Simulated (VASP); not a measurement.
# Rh (Im-3m) in VASP: further runs

The runs below take Rh through single point, with r2SCAN.

All numbers are computed with VASP 6.6.1; they aren't measurements. Logs are shortened: lines on timing, memory, paths and dates and some standing lists are left out, and cuts for length are marked.

**1. The cell of the first run**

The structure is cubic, space group Im-3m (No. 229). Conventional cell: a = 2.919 Å, b = 2.919 Å, c = 2.919 Å, α = 90.00°, β = 90.00°, γ = 90.00°. Rh (site symmetry m-3m) has 14 Rh at 2.53 to 2.92 Å within 3.3 Å.

This isn't the form of Rh at room conditions, which is fcc.

**2. Single point, r2SCAN (12.43 Å³/atom)**

The input, POSCAR:

```
Rh
1.0
   -1.4593549118      1.4593549118      1.4593549118
    1.4593549118     -1.4593549118      1.4593549118
    1.4593549118      1.4593549118     -1.4593549118
Rh
1
Direct
    0.0000000000      0.0000000000      0.0000000000
```

The input, INCAR.step1:

```
SYSTEM = Rh
ALGO     = Normal         ! electronic algorithm
EDIFF    = 1E-4           ! SCF threshold, eV
ENCUT    = 520            ! plane-wave cutoff, eV
GGA      = PE             ! functional
ISMEAR   = -1             ! smearing method
LASPH    = .TRUE.         ! aspherical terms in the spheres
LCHARG   = .FALSE.        ! write CHGCAR
LREAL    = .FALSE.        ! projectors in reciprocal space
LWAVE    = .TRUE.         ! write WAVECAR
NBANDS   = 14             ! bands
NELM     = 100            ! most SCF steps
PREC     = Accurate       ! precision mode
SIGMA    = 0.1            ! smearing width, eV
```

The input, INCAR.step2:

```
SYSTEM = Rh
ALGO     = Normal         ! electronic algorithm
EDIFF    = 1E-6           ! SCF threshold, eV
ENCUT    = 520            ! plane-wave cutoff, eV
ISIF     = 2              ! what is computed and relaxed
ISMEAR   = -1             ! smearing method
ISTART   = 1            
LASPH    = .TRUE.         ! aspherical terms in the spheres
LCHARG   = .TRUE.         ! write CHGCAR
LELF     = .TRUE.         ! ELF
LMIXTAU  = .TRUE.       
LREAL    = .FALSE.        ! projectors in reciprocal space
LVHAR    = .TRUE.       
LWAVE    = .FALSE.        ! write WAVECAR
METAGGA  = R2SCAN         ! meta-GGA
NBANDS   = 14             ! bands
NELM     = 100            ! most SCF steps
PREC     = Accurate       ! precision mode
SIGMA    = 0.1            ! smearing width, eV
```

The input, KPOINTS:

```
k-points
0
G
  16 16 16
  0 0 0
```

Potentials or basis: VASP PAW PBE potentials, release 64 (Rh_pv).

Started as:

```
$ cat potpaw_PBE.64/Rh_pv/POTCAR > POTCAR
$ cp INCAR.step1 INCAR
$ mpirun -np 1 vasp_std > vasp.out
$ cp INCAR.step2 INCAR
$ mpirun -np 1 vasp_std > vasp.out
```

OUTCAR:

```text
SYSTEM = Rh
   EDIFF = 1E-6
   ENCUT = 520
   ISIF = 2
   ISMEAR = -1
   ISTART = 1
   LASPH = .TRUE.
   LREAL = .FALSE.
   METAGGA = R2SCAN
   NELM = 100
   PREC = Accurate

 ion  position               nearest neighbor table
   1  0.000  0.000  0.000-

  LATTYP: Found a body centered cubic cell.
 ALAT       =     2.9187098236

  Lattice vectors:

 A1 = (  -1.4593549118,   1.4593549118,   1.4593549118)
 A2 = (   1.4593549118,  -1.4593549118,   1.4593549118)
 A3 = (   1.4593549118,   1.4593549118,  -1.4593549118)

Analysis of symmetry for initial positions (statically):
=====================================================================
 Subroutine PRICEL returns:
 Original cell was already a primitive cell.

 Routine SETGRP: Setting up the symmetry group for a
 body centered cubic supercell.

 Subroutine GETGRP returns: Found 48 space group operations
 (whereof 48 operations were pure point group operations)
 out of a pool of 48 trial point group operations.

The static configuration has the point symmetry O_h .

Analysis of symmetry for dynamics (positions and initial velocities):
=====================================================================
 Subroutine PRICEL returns:
 Original cell was already a primitive cell.

 Routine SETGRP: Setting up the symmetry group for a
 body centered cubic supercell.

 Subroutine GETGRP returns: Found 48 space group operations
 (whereof 48 operations were pure point group operations)
 out of a pool of 48 trial point group operations.

The dynamic configuration has the point symmetry O_h .

 Subroutine INISYM returns: Found 48 space group operations
 (whereof 48 operations are pure point group operations),
 and found     1 'primitive' translations

----------------------------------------------------------------------------------------

                                     Primitive cell

  volume of cell :      12.4321

  direct lattice vectors                    reciprocal lattice vectors
    -1.459354912  1.459354912  1.459354912     0.000000000  0.342617136  0.342617136
     1.459354912 -1.459354912  1.459354912     0.342617136  0.000000000  0.342617136
     1.459354912  1.459354912 -1.459354912     0.342617136  0.342617136  0.000000000

  length of vectors
     2.527676854  2.527676854  2.527676854     0.484533800  0.484533800  0.484533800

  position of ions in fractional coordinates (direct lattice)
     0.000000000  0.000000000  0.000000000

  ion indices of the primitive-cell ions
   primitive index   ion index
                 1           1

----------------------------------------------------------------------------------------

 KPOINTS: k-points

Automatic generation of k-mesh.
 Grid dimensions read from file:
 generate k-points for:   16   16   16

 Generating k-lattice:

  Cartesian coordinates                     Fractional coordinates (reciprocal lattice)
     0.000000000  0.021413571  0.021413571     0.062500000  0.000000000  0.000000000
     0.021413571  0.000000000  0.021413571     0.000000000  0.062500000  0.000000000
     0.021413571  0.021413571  0.000000000     0.000000000  0.000000000  0.062500000

  Length of vectors
     0.030283363  0.030283363  0.030283363

  Shift w.r.t. Gamma in fractional coordinates (k-lattice)
     0.000000000  0.000000000  0.000000000

 Subroutine IBZKPT returns following result:
 ===========================================

 Found    145 irreducible k-points:

 Following reciprocal coordinates:
            Coordinates               Weight
  0.000000  0.000000  0.000000      1.000000
  0.062500  0.000000  0.000000     12.000000
  0.125000  0.000000  0.000000     12.000000
  0.187500  0.000000  0.000000     12.000000
  0.250000  0.000000  0.000000     12.000000
  0.312500  0.000000  0.000000     12.000000
[... 16 lines left out ...]
  0.187500  0.187500  0.000000     24.000000
  0.250000  0.187500 -0.000000     48.000000
 [... further k-points ...]
   k-points           NKPTS =    145   k-points in BZ     NKDIM =    145   number of bands    NBANDS=     14
   number of dos      NEDOS =    301   number of ions     NIONS =      1
   total plane-waves  NPLWV =   8000
   dimension x,y,z NGX =    20 NGY =   20 NGZ =   20
   dimension x,y,z NGXF=    40 NGYF=   40 NGZF=   40
   ions per type =               1
   NGX,Y,Z   is equivalent  to a cutoff of  13.15, 13.15, 13.15 a.u.
   NGXF,Y,Z  is equivalent  to a cutoff of  26.31, 26.31, 26.31 a.u.
 SYSTEM =  Rh
   PREC   = accura    normal or accurate (medium, high low for compatibility)
   ISTART =      1    job   : 0-new  1-cont  2-samecut
   ICHARG =      0    charge: 1-file 2-atom 10-const
   ISPIN  =      1    spin polarized calculation?
   LNONCOLLINEAR =      F non collinear calculations
   LSORBIT =      F    spin-orbit coupling
   LASPH  =      T    aspherical Exc in radial PAW
   ENCUT  =  520.0 eV  38.22 Ry    6.18 a.u.   4.70  4.70  4.70*2*pi/ulx,y,z
   NELM   =    100;   NELMIN=  2; NELMDL=  0     # of ELM steps
   EDIFF  = 0.1E-05   stopping-criterion for ELM
   LREAL  =      F    real-space projection
   EDIFFG = 0.1E-04   stopping-criterion for IOM
   NSW    =      0    number of steps for IOM
   IBRION =     -1    ionic relax: 0-MD 1-quasi-New 2-CG
   NFREE  =      0    steps in history (QN), initial steepest desc. (CG)
   ISIF   =      2    stress and relaxation
   ISYM   =      2    0-nonsym 1-usesym 2-fastsym
   POTIM  = 0.5000    time-step for ionic-motion
   TEBEG  =    0.0;   TEEND  =   0.0 temperature during run
   PSTRESS=    0.0 pullay stress
   NELECT =      15.0000    total number of electrons
   NUPDOWN=      -1.0000    fix difference up-down
   EMIN   =  10.00;   EMAX   =-10.00  energy-range for DOS
   EFERMI =   0.00;   METHOD = LEGACY
   ISMEAR =    -1;   SIGMA  =   0.10  broadening in eV -4-tet -1-fermi 0-gaus
   EFERMI_NEDOS =   21; number of points for ismear=-14 and -15
   IALGO  =     38    algorithm
   IMIX   =      4    mixing-type and parameters
     AMIX     =   0.40;   BMIX     =  1.00
     AMIX_MAG =   1.60;   BMIX_MAG =  1.00
  volume/ion in A,a.u.               =      12.43        83.90
  Fermi-wavevector in a.u.,A,eV,Ry     =   1.742841  3.293491 41.327605  3.037493
  Thomas-Fermi vector in A             =   2.815028
   LORBIT       =      0    0 simple, 1 ext, 2 COOP (PROOUT), +10 PAW based schemes
   METAGGA = R2SCAN    functional components
   LHFCALC =     F    Hartree Fock is set to
   AEXX    =    0.0000 exact exchange contribution
   IVDW    =     0    specifies the selected vdW correction
   LEPSILON=     F    determine dielectric tensor
   LRPA    =     F    only Hartree local field effects (RPA)
 non-spin polarized calculation
  energy-cutoff  :      520.00
  volume of cell :       12.43
 maximum number of plane-waves:       370
   NGX =  9   NGY =  9   NGZ =  9

 number of electron      15.0000003 magnetization

 Free energy of the ion-electron system (eV)
  ---------------------------------------------------
  ext. energy  EPLUGINS =         0.00000000
  ---------------------------------------------------
  free energy    TOTEN  =       -23.57527300 eV

  energy without entropy =      -23.51430151  energy(sigma->0) =      -23.54478725

 E-fermi :  13.4476     XC(G=0): -15.9265

 val. band max:       13.4454326106   @ k =   0.3125   0.1875   0.0625
 cond. band min:      13.4498422292   @ k =  -0.4375   0.5000   0.3750
 fundamental gap:      0.0044096186
 Fermi energy:        13.4475648519

 k-point     1 :       0.0000    0.0000    0.0000
  band No.  band energies     occupation
      1     -34.1092      2.00000
      2     -34.1092      2.00000
      3     -34.1092      2.00000
      4       4.7586      2.00000
      5       9.8921      2.00000
      6       9.8921      2.00000
      7       9.8921      2.00000
      8      12.8256      1.99603
      9      12.8256      1.99603
     10      31.3299      0.00000
     11      32.9553      0.00000
     12      32.9553      0.00000
     13      32.9554      0.00000
     14      44.9892      0.00000

 k-point     2 :       0.0625    0.0000    0.0000
  band No.  band energies     occupation
      1     -34.1542      2.00000
      2     -34.1236      2.00000
      3     -34.1093      2.00000
      4       4.9512      2.00000
      5       9.8079      2.00000
      6       9.8899      2.00000
      7      10.0534      2.00000
      8      12.7165      1.99866
      9      12.8313      1.99580
     10      31.3295      0.00000
     11      33.0507      0.00000
     12      33.1241      0.00000
     13      33.2449      0.00000
     14      43.6017      0.00000

 k-point     3 :       0.1250    0.0000    0.0000
  band No.  band energies     occupation
      1     -34.2812      2.00000
      2     -34.1644      2.00000
      3     -34.1098      2.00000
      4       5.4906      2.00000
      5       9.5749      2.00000
      6       9.8744      2.00000
      7      10.5268      2.00000
      8      12.4805      1.99987
      9      12.8524      1.99481
     10      31.3289      0.00000
     11      33.1968      0.00000
     12      33.3947      0.00000
     13      34.0849      0.00000
     14      41.7437      0.00000
[... 324 lines left out ...]
 k-point    23 :       0.1875    0.1875    0.0000
  band No.  band energies     occupation
      1     -34.8757      2.00000
      2     -34.3803      2.00000
      3     -34.1902      2.00000
      4       7.6130      2.00000
      5       8.8603      2.00000
      6       9.5142      2.00000
      7      12.1270      2.00000
      8      13.3250      1.54612
      9      14.6925      0.00001
     10      30.4634      0.00000
     11      31.0273      0.00000
     12      31.3320      0.00000
     13      35.9911      0.00000
     14      36.8948      0.00000

 k-point    24 :       0.2500    0.1875   -0.0000
  band No.  band energies     occupation
      1     -34.9891      2.00000
      2     -34.4744      2.00000
      3     -34.2050      2.00000
      4       7.5870      2.00000
      5       8.6175      2.00000
      6      10.0822      2.00000
      7      12.3188      1.99997
      8      13.4772      0.85304
      9      16.3480      0.00000
     10      28.5104      0.00000
     11      29.8733      0.00000
     12      31.3304      0.00000
     13      34.4474      0.00000
     14      37.9330      0.00000

 [... further k-points ...]

------------------------ aborting loop because EDIFF is reached ----------------------------------------

  FORCE on cell =-STRESS in cart. coord.  units (eV):
  Direction    XX          YY          ZZ          XY          YZ          ZX
  --------------------------------------------------------------------------------------
  -------------------------------------------------------------------------------------
  Total        3.6600309      3.6600309      3.6600309     -0.0000000     -0.0000000      0.0000000
  in kB      471.6855491    471.6855491    471.6855491     -0.0000000     -0.0000000      0.0000000
  external PRESSURE =     471.6855491 kB  Pullay stress =       0.0000000 kB

 VOLUME and BASIS-vectors are now :
 -----------------------------------------------------------------------------
  energy-cutoff  :      520.00
  volume of cell :       12.43
      direct lattice vectors                 reciprocal lattice vectors
    -1.459354912  1.459354912  1.459354912     0.000000000  0.342617136  0.342617136
     1.459354912 -1.459354912  1.459354912     0.342617136  0.000000000  0.342617136
     1.459354912  1.459354912 -1.459354912     0.342617136  0.342617136  0.000000000

 POSITION                                       TOTAL-FORCE (eV/Angst)
 -----------------------------------------------------------------------------------
      0.00000      0.00000      0.00000         0.000000      0.000000     -0.000000
 -----------------------------------------------------------------------------------
    total drift:                                0.000000     -0.000000      0.000000

  FREE ENERGIE OF THE ION-ELECTRON SYSTEM (eV)
  ---------------------------------------------------
  free  energy   TOTEN  =       -23.5752729951 eV

  energy  without entropy=      -23.5143015099  energy(sigma->0) =      -23.54478725
```

Run time: 73 s. Hardware: 1 thread of AMD EPYC 7R13 (Zen 3), shared host; peak memory 0.12 GiB.

Results:

* Free energy: -23.5753 eV
* Pressure: 47.2 GPa
* Band gap on the k mesh: zero (an odd number of electrons rules out a gap without spin polarisation)

Caveat: the cell stands under pressure; the PAW data sets were made with another functional, which shifts forces and pressure a little.

(Part 1 of 2 ends here.)
